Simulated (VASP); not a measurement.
# Pt (Im-3m) in VASP: a series of runs

Runs on Pt. Level: BLYP. Tasks: single point, relaxation of cell and atoms.

Everything below comes from runs of VASP 6.6.1. Logs are shortened: lines on timing, memory, paths and dates and some standing lists are left out, and cuts for length are marked.

## Step 1: The cell of the first run

Symmetry: Im-3m, No. 229, cubic system. The conventional cell has a = 3.355 Å, b = 3.355 Å, c = 3.355 Å, α = 90.00°, β = 90.00°, γ = 90.00°. Pt (site symmetry m-3m) has 14 Pt at 2.91 to 3.35 Å within 3.8 Å.

## Step 2: Single point, BLYP (volume scaled by 1.12)

Input file INCAR:

```
SYSTEM = Pt
AGGAC = 1.0
AGGAX = 1.0
ALDAC = 0.0
ALDAX = 1.0
ALGO = Normal
EDIFF = 1E-6
ENCUT = 520
GGA = B5
ISIF = 2
ISMEAR = -1
LASPH = .True.
LCHARG = .False.
LREAL = .False.
LWAVE = .False.
NBANDS = 11
NELM = 80
PREC = Accurate
SIGMA = 0.1
```

Input file KPOINTS:

```
k-points
0
Gamma
  15 15 15
  0 0 0
```

Input file POSCAR:

```
Pt
1.0
   -1.6774457721      1.6774457721      1.6774457721
    1.6774457721     -1.6774457721      1.6774457721
    1.6774457721      1.6774457721     -1.6774457721
Pt
1
Direct
    0.0000000000      0.0000000000      0.0000000000
```

Potentials or basis: VASP PAW PBE potentials, release 64 (Pt).

The run is started by

```console
cat potpaw_PBE.64/Pt/POTCAR > POTCAR
mpirun -np 1 vasp_std > vasp.out
```

OUTCAR:

```text
SYSTEM = Pt
   EDIFF = 1E-6
   ENCUT = 520
   GGA = B5
   ISIF = 2
   ISMEAR = -1
   LASPH = .True.
   LREAL = .False.
   NELM = 80
   PREC = Accurate

 ion  position               nearest neighbor table
   1  0.000  0.000  0.000-

  LATTYP: Found a body centered cubic cell.
 ALAT       =     3.3548915442

  Lattice vectors:

 A1 = (  -1.6774457721,   1.6774457721,   1.6774457721)
 A2 = (   1.6774457721,  -1.6774457721,   1.6774457721)
 A3 = (   1.6774457721,   1.6774457721,  -1.6774457721)

Analysis of symmetry for initial positions (statically):
=====================================================================
 Subroutine PRICEL returns:
 Original cell was already a primitive cell.

 Routine SETGRP: Setting up the symmetry group for a
 body centered cubic supercell.

 Subroutine GETGRP returns: Found 48 space group operations
 (whereof 48 operations were pure point group operations)
 out of a pool of 48 trial point group operations.

The static configuration has the point symmetry O_h .

Analysis of symmetry for dynamics (positions and initial velocities):
=====================================================================
 Subroutine PRICEL returns:
 Original cell was already a primitive cell.

 Routine SETGRP: Setting up the symmetry group for a
 body centered cubic supercell.

 Subroutine GETGRP returns: Found 48 space group operations
 (whereof 48 operations were pure point group operations)
 out of a pool of 48 trial point group operations.

The dynamic configuration has the point symmetry O_h .

 Subroutine INISYM returns: Found 48 space group operations
 (whereof 48 operations are pure point group operations),
 and found     1 'primitive' translations

----------------------------------------------------------------------------------------

                                     Primitive cell

  volume of cell :      18.8802

  direct lattice vectors                    reciprocal lattice vectors
    -1.677445772  1.677445772  1.677445772     0.000000000  0.298072229  0.298072229
     1.677445772 -1.677445772  1.677445772     0.298072229  0.000000000  0.298072229
     1.677445772  1.677445772 -1.677445772     0.298072229  0.298072229  0.000000000

  length of vectors
     2.905421304  2.905421304  2.905421304     0.421537789  0.421537789  0.421537789

  position of ions in fractional coordinates (direct lattice)
     0.000000000  0.000000000  0.000000000

  ion indices of the primitive-cell ions
   primitive index   ion index
                 1           1

----------------------------------------------------------------------------------------

 KPOINTS: k-points

Automatic generation of k-mesh.
 Grid dimensions read from file:
 generate k-points for:   15   15   15

 Generating k-lattice:

  Cartesian coordinates                     Fractional coordinates (reciprocal lattice)
     0.000000000  0.019871482  0.019871482     0.066666667  0.000000000  0.000000000
     0.019871482  0.000000000  0.019871482     0.000000000  0.066666667  0.000000000
     0.019871482  0.019871482  0.000000000     0.000000000  0.000000000  0.066666667

  Length of vectors
     0.028102519  0.028102519  0.028102519

  Shift w.r.t. Gamma in fractional coordinates (k-lattice)
     0.000000000  0.000000000  0.000000000

 Subroutine IBZKPT returns following result:
 ===========================================

 Found    120 irreducible k-points:

 Following reciprocal coordinates:
            Coordinates               Weight
  0.000000  0.000000  0.000000      1.000000
  0.066667  0.000000  0.000000     12.000000
  0.133333  0.000000  0.000000     12.000000
  0.200000  0.000000  0.000000     12.000000
  0.266667  0.000000  0.000000     12.000000
  0.333333  0.000000  0.000000     12.000000
[... 16 lines left out ...]
  0.333333  0.200000  0.000000     48.000000
  0.400000  0.200000  0.000000     24.000000
 [... further k-points ...]
   k-points           NKPTS =    120   k-points in BZ     NKDIM =    120   number of bands    NBANDS=     11
   number of dos      NEDOS =    301   number of ions     NIONS =      1
   total plane-waves  NPLWV =  13824
   dimension x,y,z NGX =    24 NGY =   24 NGZ =   24
   dimension x,y,z NGXF=    48 NGYF=   48 NGZF=   48
   ions per type =               1
   NGX,Y,Z   is equivalent  to a cutoff of  13.73, 13.73, 13.73 a.u.
   NGXF,Y,Z  is equivalent  to a cutoff of  27.47, 27.47, 27.47 a.u.
 SYSTEM =  Pt
   PREC   = accura    normal or accurate (medium, high low for compatibility)
   ISTART =      0    job   : 0-new  1-cont  2-samecut
   ICHARG =      2    charge: 1-file 2-atom 10-const
   ISPIN  =      1    spin polarized calculation?
   LNONCOLLINEAR =      F non collinear calculations
   LSORBIT =      F    spin-orbit coupling
   LASPH  =      T    aspherical Exc in radial PAW
   ENCUT  =  520.0 eV  38.22 Ry    6.18 a.u.   5.40  5.40  5.40*2*pi/ulx,y,z
   NELM   =     80;   NELMIN=  2; NELMDL= -5     # of ELM steps
   EDIFF  = 0.1E-05   stopping-criterion for ELM
   LREAL  =      F    real-space projection
   EDIFFG = 0.1E-04   stopping-criterion for IOM
   NSW    =      0    number of steps for IOM
   IBRION =     -1    ionic relax: 0-MD 1-quasi-New 2-CG
   NFREE  =      0    steps in history (QN), initial steepest desc. (CG)
   ISIF   =      2    stress and relaxation
   ISYM   =      2    0-nonsym 1-usesym 2-fastsym
   POTIM  = 0.5000    time-step for ionic-motion
   TEBEG  =    0.0;   TEEND  =   0.0 temperature during run
   PSTRESS=    0.0 pullay stress
   NELECT =      10.0000    total number of electrons
   NUPDOWN=      -1.0000    fix difference up-down
   EMIN   =  10.00;   EMAX   =-10.00  energy-range for DOS
   EFERMI =   0.00;   METHOD = LEGACY
   ISMEAR =    -1;   SIGMA  =   0.10  broadening in eV -4-tet -1-fermi 0-gaus
   EFERMI_NEDOS =   21; number of points for ismear=-14 and -15
   IALGO  =     38    algorithm
   IMIX   =      4    mixing-type and parameters
     AMIX     =   0.40;   BMIX     =  1.00
     AMIX_MAG =   1.60;   BMIX_MAG =  1.00
  volume/ion in A,a.u.               =      18.88       127.41
  Fermi-wavevector in a.u.,A,eV,Ry     =   1.324564  2.503063 23.871018  1.754470
  Thomas-Fermi vector in A             =   2.454090
   LORBIT       =      0    0 simple, 1 ext, 2 COOP (PROOUT), +10 PAW based schemes
   GGA     = B5    functional components
   LHFCALC =     F    Hartree Fock is set to
   AEXX    =    0.0000 exact exchange contribution
   IVDW    =     0    specifies the selected vdW correction
   LEPSILON=     F    determine dielectric tensor
   LRPA    =     F    only Hartree local field effects (RPA)
 non-spin polarized calculation
  energy-cutoff  :      520.00
  volume of cell :       18.88
 maximum number of plane-waves:       531
 NGX is ok and might be reduce to    24
   NGX = 11   NGY = 11   NGZ = 11

 number of electron      10.0000001 magnetization

 Free energy of the ion-electron system (eV)
  ---------------------------------------------------
  ext. energy  EPLUGINS =         0.00000000
  ---------------------------------------------------
  free energy    TOTEN  =        -4.84933597 eV

  energy without entropy =       -4.80886543  energy(sigma->0) =       -4.82910070

 E-fermi :   7.8976     XC(G=0): -11.5156

 val. band max:        7.8853797648   @ k =  -0.4000   0.4000   0.4000
 cond. band min:       7.9112131114   @ k =  -0.4000   0.4000   0.2667
 fundamental gap:      0.0258333466
 Fermi energy:         7.8976181818

 k-point     1 :       0.0000    0.0000    0.0000
  band No.  band energies     occupation
      1       0.1937      2.00000
      2       5.2153      2.00000
      3       5.2153      2.00000
      4       5.2154      2.00000
      5       7.1204      1.99916
      6       7.1204      1.99916
      7      25.1334      0.00000
      8      25.1334      0.00000
      9      25.1334      0.00000
     10      31.8403      0.00000
     11      31.8403      0.00000

 k-point     2 :       0.0667    0.0000    0.0000
  band No.  band energies     occupation
      1       0.3471      2.00000
      2       5.1648      2.00000
      3       5.2191      2.00000
      4       5.3269      2.00000
      5       7.0587      1.99955
      6       7.1240      1.99913
      7      25.1417      0.00000
      8      25.1775      0.00000
      9      25.3364      0.00000
     10      30.3972      0.00000
     11      30.4684      0.00000

 k-point     3 :       0.1333    0.0000    0.0000
  band No.  band energies     occupation
      1       0.7911      2.00000
      2       5.0249      2.00000
      3       5.2234      2.00000
      4       5.6533      2.00000
      5       6.9210      1.99989
      6       7.1362      1.99901
      7      24.7001      0.00000
      8      25.0947      0.00000
      9      25.9223      0.00000
     10      28.6005      0.00000
     11      29.2375      0.00000

 k-point     4 :       0.2000    0.0000    0.0000
  band No.  band energies     occupation
      1       1.4618      2.00000
      2       4.8264      2.00000
      3       5.2390      2.00000
      4       6.1684      2.00000
      5       6.8139      1.99996
      6       7.1607      1.99874
      7      22.8482      0.00000
      8      24.4296      0.00000
      9      26.8228      0.00000
     10      28.1875      0.00000
     11      28.1912      0.00000

 k-point     5 :       0.2667    0.0000    0.0000
  band No.  band energies     occupation
      1       2.1929      2.00000
      2       4.6087      2.00000
      3       5.4045      2.00000
      4       6.8111      1.99996
      5       6.8224      1.99996
      6       7.1985      1.99816
      7      20.2287      0.00000
      8      23.3678      0.00000
      9      26.2690      0.00000
     10      27.9248      0.00000
     11      28.6132      0.00000
[... 211 lines left out ...]
 k-point    21 :       0.2000    0.2000    0.0000
  band No.  band energies     occupation
      1       3.1869      2.00000
      2       4.6991      2.00000
      3       4.8897      2.00000
      4       6.7146      1.99999
      5       7.3265      1.99340
      6       8.3833      0.01543
      7      18.2481      0.00000
      8      20.6967      0.00000
      9      23.6680      0.00000
     10      27.5966      0.00000
     11      31.1645      0.00000

 k-point    22 :       0.2667    0.2000    0.0000
  band No.  band energies     occupation
      1       3.5003      2.00000
      2       4.5580      2.00000
      3       5.2890      2.00000
      4       6.8263      1.99996
      5       7.3728      1.98954
      6       9.5192      0.00000
      7      16.1429      0.00000
      8      19.4337      0.00000
      9      23.0486      0.00000
     10      28.1609      0.00000
     11      31.1956      0.00000

 k-point    23 :       0.3333    0.2000    0.0000
  band No.  band energies     occupation
      1       3.5508      2.00000
      2       4.4659      2.00000
      3       5.7704      2.00000
      4       6.9374      1.99986
      5       7.4938      1.96535
      6      10.8032      0.00000
      7      14.1142      0.00000
      8      18.5697      0.00000
      9      22.6429      0.00000
     10      28.8347      0.00000
     11      30.6794      0.00000

 k-point    24 :       0.4000    0.2000    0.0000
  band No.  band energies     occupation
      1       3.5448      2.00000
      2       4.4372      2.00000
      3       5.9590      2.00000
      4       6.9611      1.99983
      5       7.6067      1.89658
      6      12.0995      0.00000
      7      12.5329      0.00000
      8      18.2462      0.00000
      9      22.5025      0.00000
     10      29.2954      0.00000
     11      30.2227      0.00000

 [... further k-points ...]
[... 5 lines left out ...]
  --------------------------------------------------------------------------------------
  -------------------------------------------------------------------------------------
  Total       -1.8014854     -1.8014854     -1.8014854     -0.0000000     -0.0000000      0.0000000
  in kB     -152.8747860   -152.8747860   -152.8747860     -0.0000000     -0.0000000      0.0000000
  external PRESSURE =    -152.8747860 kB  Pullay stress =       0.0000000 kB

 VOLUME and BASIS-vectors are now :
 -----------------------------------------------------------------------------
  energy-cutoff  :      520.00
  volume of cell :       18.88
      direct lattice vectors                 reciprocal lattice vectors
    -1.677445772  1.677445772  1.677445772     0.000000000  0.298072229  0.298072229
     1.677445772 -1.677445772  1.677445772     0.298072229  0.000000000  0.298072229
     1.677445772  1.677445772 -1.677445772     0.298072229  0.298072229  0.000000000

 POSITION                                       TOTAL-FORCE (eV/Angst)
 -----------------------------------------------------------------------------------
      0.00000      0.00000      0.00000         0.000000      0.000000      0.000000
 -----------------------------------------------------------------------------------
    total drift:                               -0.000000      0.000000     -0.000000

  FREE ENERGIE OF THE ION-ELECTRON SYSTEM (eV)
  ---------------------------------------------------
  free  energy   TOTEN  =        -4.8493359686 eV

  energy  without entropy=       -4.8088654277  energy(sigma->0) =       -4.82910070
```

Run time: 9.5 s. Hardware: 1 thread of Intel Xeon 6975P-C (Granite Rapids), shared host; peak memory 0.15 GiB.

What came out:

* Free energy: -4.8493 eV
* Pressure: -15.3 GPa
* Band gap on the k mesh: zero (band 5 reaches 8.55 eV, above the bottom of band 6 at 7.02 eV)

Caveat: the cell differs from its parent crystal (volume scaled by 1.12); the PAW data sets were made with another functional, which shifts forces and pressure a little; spin-orbit coupling is left out, which moves the levels of the heavy elements.

## Step 3: Relaxation of cell and atoms, BLYP

This run uses another cell than the first one, of 15.09 Å³/atom, 0.800 times its volume.

Input file INCAR:

```
SYSTEM = Pt
PREC = Accurate ; ENCUT = 600
EDIFF = 1E-7 ; ISMEAR = -1
SIGMA = 0.1 ; LREAL = .False.
LASPH = .True. ; NELM = 80
ALGO = Normal ; ISIF = 3
LWAVE = .False. ; LCHARG = .False.
GGA = B5 ; ALDAX = 1.0
AGGAX = 1.0 ; AGGAC = 1.0
ALDAC = 0.0 ; IBRION = 2
NSW = 80 ; EDIFFG = -0.01
```

Input file KPOINTS:

```
Automatic mesh
0
Gamma
  14 14 14
  0 0 0
```

Input file POSCAR:

```
Pt
1.0
   -1.5568832667      1.5568832667      1.5568832667
    1.5568832667     -1.5568832667      1.5568832667
    1.5568832667      1.5568832667     -1.5568832667
Pt
1
Direct
    0.0000000000      0.0000000000      0.0000000000
```

Potentials or basis: VASP PAW PBE potentials, release 64 (Pt).

The run is started by

```console
cat potpaw_PBE.64/Pt/POTCAR > POTCAR
mpirun -np 1 vasp_std > vasp.out
```

OUTCAR:

```text
SYSTEM = Pt
   PREC = Accurate
   ENCUT = 600
   EDIFF = 1E-7
   ISMEAR = -1
   LREAL = .False.
   LASPH = .True.
   NELM = 80
   ISIF = 3
   GGA = B5
   IBRION = 2
   NSW = 80
   EDIFFG = -0.01

 ion  position               nearest neighbor table
   1  0.000  0.000  0.000-

  LATTYP: Found a body centered cubic cell.
 ALAT       =     3.1137665334

  Lattice vectors:

 A1 = (  -1.5568832667,   1.5568832667,   1.5568832667)
 A2 = (   1.5568832667,  -1.5568832667,   1.5568832667)
 A3 = (   1.5568832667,   1.5568832667,  -1.5568832667)

Analysis of symmetry for initial positions (statically):
=====================================================================
 Subroutine PRICEL returns:
 Original cell was already a primitive cell.

 Routine SETGRP: Setting up the symmetry group for a
 body centered cubic supercell.

 Subroutine GETGRP returns: Found 48 space group operations
[... 174 lines left out ...]
  band No.  band energies     occupation
      1       1.8063      2.00000
      2       7.8706      2.00000
      3       7.8706      2.00000
      4       7.8706      2.00000
      5      10.5339      1.99995
      6      10.5339      1.99995
      7      28.9634      0.00000
      8      28.9634      0.00000
      9      28.9634      0.00000
[... 415 lines left out ...]
--------------------------------------- Ionic step        5  -------------------------------------------

 number of electron      10.0000001 magnetization

 Free energy of the ion-electron system (eV)
  ---------------------------------------------------
  ext. energy  EPLUGINS =         0.00000000
  ---------------------------------------------------
  free energy    TOTEN  =        -4.94472469 eV

  energy without entropy =       -4.90159913  energy(sigma->0) =       -4.92316191

 E-fermi :   9.5640     XC(G=0): -12.1214

 val. band max:        9.5421395549   @ k =  -0.3571   0.4286   0.2857
 cond. band min:       9.5685590749   @ k =  -0.4286  -0.4286   0.2857
 fundamental gap:      0.0264195200
 Fermi energy:         9.5639668158

 k-point     1 :       0.0000    0.0000    0.0000
  band No.  band energies     occupation
      1       0.9136      2.00000
      2       6.4314      2.00000
      3       6.4314      2.00000
      4       6.4315      2.00000
      5       8.6754      1.99972
      6       8.6754      1.99972
      7      26.9300      0.00000
      8      26.9300      0.00000
      9      26.9300      0.00000
[... 304 lines left out ...]
  FREE ENERGIE OF THE ION-ELECTRON SYSTEM (eV)
  ---------------------------------------------------
  free  energy   TOTEN  =        -4.9447246918 eV

  energy  without entropy=       -4.9015991330  energy(sigma->0) =       -4.92316191

 reached required accuracy - stopping structural energy minimisation
```

OSZICAR:

```text
N       E                     dE             d eps       ncg     rms          rms(c)
DAV:   1     0.445222013655E+02    0.44522E+02   -0.60255E+03  1888   0.117E+03
DAV:   2    -0.464013213845E+01   -0.49162E+02   -0.47114E+02  1965   0.201E+02
[... 39 lines left out ...]
   4 F= -.49446608E+01 E0= -.49230276E+01  d E =-.153186E+00
       N       E                     dE             d eps       ncg     rms          rms(c)
DAV:   1    -0.494534041706E+01   -0.67970E-03   -0.13922E-02  1881   0.122E+00    0.154E-01
DAV:   2    -0.494474097363E+01    0.59944E-03   -0.21146E-03  1881   0.391E-01    0.507E-02
DAV:   3    -0.494472143321E+01    0.19540E-04   -0.11868E-04  1966   0.864E-02    0.318E-02
DAV:   4    -0.494472469869E+01   -0.32655E-05   -0.54237E-06  2012   0.173E-02    0.988E-04
DAV:   5    -0.494472469177E+01    0.69238E-08   -0.63803E-08  1913   0.239E-03
   5 F= -.49447247E+01 E0= -.49231619E+01  d E =-.153250E+00
```

Wall time 33 s (1 thread of Intel Xeon 6975P-C (Granite Rapids), shared host); peak memory 0.16 GiB.

What came out:

```
Free energy                            : -4.9447 eV
Relaxed volume                         : 16.94 Å³/atom
Relaxed cell                           : a = 2.802 Å, b = 2.802 Å, c = 2.802 Å, α = 109.47°, β = 109.47°, γ = 109.47°
Space group after relaxing (to 0.05 Å) : Im-3m (No. 229)
Energy gained by relaxing              : 153.2 meV/atom
Ionic steps                            : 5
Pressure after relaxing                : 0.0 GPa
Band gap on the k mesh                 : zero (band 5 reaches 10.46 eV, above the bottom of band 6 at 8.54 eV)
```

Step by step:
```tsv
step	energy change (eV)	largest force (eV/Å)	pressure (GPa)	volume (Å³)
1	0.0000	0.0000	30.14	15.09
2	0.3721	0.0000	-23.58	22.19
3	-0.1517	0.0000	-2.26	17.15
4	-0.1532	0.0000	-0.47	16.98
5	-0.1532	0.0000	-0.01	16.94
```

Final structure:
```xyz
1
Lattice="-1.6180 1.6180 1.6180 1.6180 -1.6180 1.6180 1.6180 1.6180 -1.6180" Properties=species:S:1:pos:R:3 pbc="T T T"
Pt    0.0000    0.0000    0.0000
```

Levels at points of the mesh, in eV from the Fermi level:
| k point | band 1 | band 2 | band 3 | band 4 | band 5 | band 6 | band 7 | band 8 | band 9 |
| --- | --- | --- | --- | --- | --- | --- | --- | --- | --- |
| (0.00, 0.00, 0.00) | -8.65 | -3.13 | -3.13 | -3.13 | -0.89 | -0.89 | 17.37 | 17.37 | 17.37 |
| (0.50, 0.00, 0.00) | -5.87 | -4.39 | -1.07 | -0.63 | 0.75 | 0.92 | 5.75 | 13.48 | 15.31 |
| (0.50, 0.50, 0.50) | -5.37 | -5.37 | 0.46 | 0.46 | 0.46 | 7.68 | 7.68 | 7.68 | 11.71 |

Caveat: the PAW data sets were made with another functional, which shifts forces and pressure a little; spin-orbit coupling is left out, which moves the levels of the heavy elements.
